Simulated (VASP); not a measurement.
# Cu2O (Pn-3m) in VASP: single point with PBE

Aim: the single point of Cu2O with PBE.

Program: VASP 6.6.1. These are calculated values, not measurements. Logs are shortened: lines on timing, memory, paths and dates and some standing lists are left out, and cuts for length are marked.

### Step 1. The cell of the first run

Symmetry: Pn-3m, No. 224, cubic system. The conventional cell has a = 4.299 Å, b = 4.299 Å, c = 4.299 Å, α = 90.00°, β = 90.00°, γ = 90.00°. Cu (site symmetry -3m) has 2 O at 1.86 Å within 2.5 Å. O (site symmetry -43m) has 4 Cu at 1.86 Å within 2.5 Å.

### Step 2. Single point, PBE, non-collinear spin, zero start, spin-orbit coupling

INCAR reads:

```
PREC = Accurate
ENCUT = 600
EDIFF = 1E-6
ISMEAR = 0
SIGMA = 0.05
LREAL = False
LASPH = True
NELM = 200
ALGO = Normal
ISIF = 2
LWAVE = False
LCHARG = False
MAGMOM = 0 0 0 0 0 0 0 0 0 0 0 0 0 0 0 0 0 0
LORBIT = 11
LSORBIT = True
GGA_COMPAT = False
LORBMOM = True
LMAXMIX = 4
GGA = PE
NBANDS = 72
```

KPOINTS reads:

```
Automatic mesh
0
Gamma
  8 8 8
```

POSCAR reads:

```
Cu2O
1.0
    4.2986203550      0.0000000000      0.0000000000
    0.0000000000      4.2986203550      0.0000000000
    0.0000000000      0.0000000000      4.2986203550
Cu O
4 2
Direct
    0.2500000000      0.2500000000      0.2500000000
    0.2500000000      0.7500000000      0.7500000000
    0.7500000000      0.7500000000      0.2500000000
    0.7500000000      0.2500000000      0.7500000000
    0.0000000000      0.0000000000      0.0000000000
    0.5000000000      0.5000000000      0.5000000000
```

Potentials or basis: VASP PAW PBE potentials, release 64 (Cu, O).

Command:

```sh
cat potpaw_PBE.64/Cu/POTCAR potpaw_PBE.64/O/POTCAR > POTCAR
mpirun -np 1 vasp_ncl > vasp.out
```

OUTCAR:

```text
PREC = Accurate
   ENCUT = 600
   EDIFF = 1E-6
   ISMEAR = 0
   LREAL = False
   LASPH = True
   NELM = 200
   ISIF = 2
   LORBIT = 11
   LSORBIT = True
   GGA = PE

 ion  position               nearest neighbor table
   1  0.250  0.250  0.250-   5 1.86   6 1.86
   2  0.250  0.750  0.750-   5 1.86   6 1.86
   3  0.750  0.750  0.250-   5 1.86   6 1.86
   4  0.750  0.250  0.750-   5 1.86   6 1.86
   5  0.000  0.000  0.000-   1 1.86   2 1.86   3 1.86   4 1.86
   6  0.500  0.500  0.500-   1 1.86   2 1.86   3 1.86   4 1.86

  LATTYP: Found a simple cubic cell.
 ALAT       =     4.2986203550

  Lattice vectors:

 A1 = (   4.2986203550,   0.0000000000,   0.0000000000)
 A2 = (   0.0000000000,   4.2986203550,   0.0000000000)
 A3 = (   0.0000000000,   0.0000000000,   4.2986203550)

Analysis of symmetry for initial positions (statically):
=====================================================================
 Subroutine PRICEL returns:
 Original cell was already a primitive cell.

 Routine SETGRP: Setting up the symmetry group for a
 simple cubic supercell.

 Subroutine GETGRP returns: Found 48 space group operations
 (whereof 24 operations were pure point group operations)
 out of a pool of 48 trial point group operations.

The static configuration has the point symmetry T_d .
 The point group associated with its full space group is O_h .

Analysis of symmetry for dynamics (positions and initial velocities):
=====================================================================
 Subroutine PRICEL returns:
 Original cell was already a primitive cell.

 Routine SETGRP: Setting up the symmetry group for a
 simple cubic supercell.

 Subroutine GETGRP returns: Found 48 space group operations
 (whereof 24 operations were pure point group operations)
 out of a pool of 48 trial point group operations.

The dynamic configuration has the point symmetry T_d .
 The point group associated with its full space group is O_h .

Analysis of structural, dynamic, and magnetic symmetry:
=====================================================================
 Subroutine PRICEL returns:
 Original cell was already a primitive cell.

 Routine SETGRP: Setting up the symmetry group for a
 simple cubic supercell.

 Subroutine GETGRP returns: Found 48 space group operations
 (whereof 24 operations were pure point group operations)
 out of a pool of 48 trial point group operations.

The overall configuration has the point symmetry T_d .
 The point group associated with its full space group is O_h .

 Subroutine INISYM returns: Found 48 space group operations
 (whereof 24 operations are pure point group operations),
 and found     1 'primitive' translations

----------------------------------------------------------------------------------------

                                     Primitive cell

  volume of cell :      79.4305

  direct lattice vectors                    reciprocal lattice vectors
     4.298620355  0.000000000  0.000000000     0.232632779  0.000000000  0.000000000
     0.000000000  4.298620355  0.000000000     0.000000000  0.232632779  0.000000000
     0.000000000  0.000000000  4.298620355     0.000000000  0.000000000  0.232632779

  length of vectors
     4.298620355  4.298620355  4.298620355     0.232632779  0.232632779  0.232632779

  position of ions in fractional coordinates (direct lattice)
     0.250000000  0.250000000  0.250000000
     0.250000000  0.750000000  0.750000000
     0.750000000  0.750000000  0.250000000
     0.750000000  0.250000000  0.750000000
     0.000000000  0.000000000  0.000000000
     0.500000000  0.500000000  0.500000000

  ion indices of the primitive-cell ions
   primitive index   ion index
                 1           1
                 2           2
                 3           3
                 4           4
                 5           5
                 6           6

[... 132 lines left out ...]
 k-point     1 :       0.0000    0.0000    0.0000
  band No.  band energies     occupation
      1     -15.4658      1.00000
      2     -15.4658      1.00000
      3     -14.7786      1.00000
      4     -14.7786      1.00000
      5      -2.5502      1.00000
      6      -2.5502      1.00000
[... 1693 lines left out ...]
     67      10.4098      0.00000
     68      10.4098      0.00000

 [... further k-points ...]

 [bands above 68 left out]

------------------------ aborting loop because EDIFF is reached ----------------------------------------

  FORCE on cell =-STRESS in cart. coord.  units (eV):
  Direction    XX          YY          ZZ          XY          YZ          ZX
  --------------------------------------------------------------------------------------
  -------------------------------------------------------------------------------------
  Total        0.3783815      0.3783815      0.3783815      0.0000000      0.0000000      0.0000000
  in kB        7.6322612      7.6322612      7.6322612      0.0000000      0.0000000      0.0000000
  external PRESSURE =       7.6322612 kB  Pullay stress =       0.0000000 kB

 VOLUME and BASIS-vectors are now :
 -----------------------------------------------------------------------------
  energy-cutoff  :      600.00
  volume of cell :       79.43
      direct lattice vectors                 reciprocal lattice vectors
     4.298620355  0.000000000  0.000000000     0.232632779  0.000000000  0.000000000
     0.000000000  4.298620355  0.000000000     0.000000000  0.232632779  0.000000000
     0.000000000  0.000000000  4.298620355     0.000000000  0.000000000  0.232632779

 POSITION                                       TOTAL-FORCE (eV/Angst)
 -----------------------------------------------------------------------------------
      1.07466      1.07466      1.07466        -0.000000      0.000000      0.000000
      1.07466      3.22397      3.22397         0.000000      0.000000     -0.000000
      3.22397      3.22397      1.07466         0.000000     -0.000000      0.000000
      3.22397      1.07466      3.22397        -0.000000     -0.000000      0.000000
      0.00000      0.00000      0.00000        -0.000000      0.000000      0.000000
      2.14931      2.14931      2.14931        -0.000000      0.000000      0.000000
 -----------------------------------------------------------------------------------
    total drift:                                0.000000      0.000000      0.000000

  FREE ENERGIE OF THE ION-ELECTRON SYSTEM (eV)
  ---------------------------------------------------
  free  energy   TOTEN  =       -27.3170612431 eV

  energy  without entropy=      -27.3170612430  energy(sigma->0) =      -27.31706124

 orbital moment (x)

 # of ion     p       d       tot
 ----------------------------------------
  1        -0.000   0.000   0.000
  2        -0.000   0.000   0.000
  3         0.000   0.000   0.000
  4         0.000  -0.000  -0.000
  5        -0.000   0.000  -0.000
  6        -0.000   0.000  -0.000
 ----------------------------------------
           -0.000   0.000   0.000

 orbital moment (y)

 # of ion     p       d       tot
 ----------------------------------------
  1         0.000   0.000   0.000
  2        -0.000   0.000   0.000
  3         0.000   0.000   0.000
  4        -0.000   0.000  -0.000
  5         0.000   0.000   0.000
  6         0.000   0.000   0.000
 ----------------------------------------
            0.000   0.000   0.000

 orbital moment (z)

 # of ion     p       d       tot
 ----------------------------------------
  1         0.000   0.000   0.000
  2         0.000   0.000   0.000
  3         0.000   0.000   0.000
  4         0.000   0.000   0.000
  5         0.000   0.000   0.000
  6         0.000   0.000   0.000
 ----------------------------------------
            0.000   0.000   0.000

 Spin-Orbit-Coupling matrix elements

 Ion:    1  E_soc:     -0.0123367
 l=   1
     0.0000000    -0.0002060    -0.0002060
    -0.0002060     0.0000000    -0.0002060
    -0.0002060    -0.0002060     0.0000000
 l=   2
     0.0000000    -0.0004724     0.0000000    -0.0004724    -0.0013778
    -0.0004724     0.0000000    -0.0010333    -0.0004724    -0.0003444
     0.0000000    -0.0010333     0.0000000    -0.0010333     0.0000000
    -0.0004724    -0.0004724    -0.0010333     0.0000000    -0.0003444
    -0.0013778    -0.0003444     0.0000000    -0.0003444     0.0000000
 l=   3
     0.0000000     0.0000000     0.0000000     0.0000000     0.0000000     0.0000000     0.0000000
     0.0000000     0.0000000     0.0000000     0.0000000     0.0000000     0.0000000     0.0000000
     0.0000000     0.0000000     0.0000000     0.0000000     0.0000000     0.0000000     0.0000000
     0.0000000     0.0000000     0.0000000     0.0000000     0.0000000     0.0000000     0.0000000
[... 89 lines left out ...]
 l=   2
     0.0000000     0.0000000     0.0000000     0.0000000     0.0000000
     0.0000000     0.0000000     0.0000000     0.0000000     0.0000000
     0.0000000     0.0000000     0.0000000     0.0000000     0.0000000
     0.0000000     0.0000000     0.0000000     0.0000000     0.0000000
     0.0000000     0.0000000     0.0000000     0.0000000     0.0000000
 l=   3
     0.0000000     0.0000000     0.0000000     0.0000000     0.0000000     0.0000000     0.0000000
     0.0000000     0.0000000     0.0000000     0.0000000     0.0000000     0.0000000     0.0000000
     0.0000000     0.0000000     0.0000000     0.0000000     0.0000000     0.0000000     0.0000000
     0.0000000     0.0000000     0.0000000     0.0000000     0.0000000     0.0000000     0.0000000
     0.0000000     0.0000000     0.0000000     0.0000000     0.0000000     0.0000000     0.0000000
     0.0000000     0.0000000     0.0000000     0.0000000     0.0000000     0.0000000     0.0000000
     0.0000000     0.0000000     0.0000000     0.0000000     0.0000000     0.0000000     0.0000000

 total charge

# of ion       s       p       d       tot
------------------------------------------
    1        0.416   0.309   9.224   9.949
    2        0.416   0.309   9.224   9.949
    3        0.416   0.309   9.224   9.949
    4        0.416   0.309   9.224   9.949
    5        1.541   3.471   0.000   5.012
    6        1.541   3.471   0.000   5.012
--------------------------------------------------
tot          4.746   8.180  36.895  49.821

 magnetization (x)

# of ion       s       p       d       tot
------------------------------------------
    1       -0.000  -0.000   0.000  -0.000
    2        0.000   0.000   0.000   0.000
    3        0.000   0.000   0.000   0.000
    4       -0.000   0.000   0.000   0.000
    5        0.000   0.000   0.000   0.000
    6        0.000  -0.000   0.000   0.000
--------------------------------------------------
tot          0.000   0.000   0.000   0.000

 magnetization (y)

# of ion       s       p       d       tot
------------------------------------------
    1       -0.000   0.000   0.000   0.000
    2        0.000  -0.000   0.000   0.000
    3       -0.000   0.000  -0.000  -0.000
    4        0.000   0.000   0.000   0.000
    5        0.000   0.000   0.000   0.000
    6        0.000   0.000   0.000   0.000
--------------------------------------------------
tot          0.000   0.000  -0.000   0.000

 magnetization (z)

# of ion       s       p       d       tot
------------------------------------------
    1       -0.000   0.000  -0.000  -0.000
    2       -0.000   0.000  -0.000  -0.000
    3        0.000   0.000   0.000   0.000
    4        0.000  -0.000   0.000  -0.000
    5       -0.000  -0.000   0.000  -0.000
    6        0.000  -0.000   0.000  -0.000
--------------------------------------------------
tot         -0.000  -0.000  -0.000  -0.000
```

Run time: 15 min. Hardware: 1 thread of Oxide Virtual Turin-like, shared host; peak memory 0.54 GiB.

Results:

```yaml
Free_energy: -27.3171 eV
Pressure: 0.8 GPa
Net_moment: 0.00 μB per cell
Valence_electrons_inside_the_program's_atomic_spheres: Cu 9.95; O 5.01
```

Moments on the atoms (μB; x, y, z):
```
Cu  0.00 0.00 0.00
Cu  0.00 0.00 0.00
Cu  0.00 0.00 0.00
Cu  0.00 0.00 0.00
O   0.00 0.00 0.00
O   0.00 0.00 0.00
```
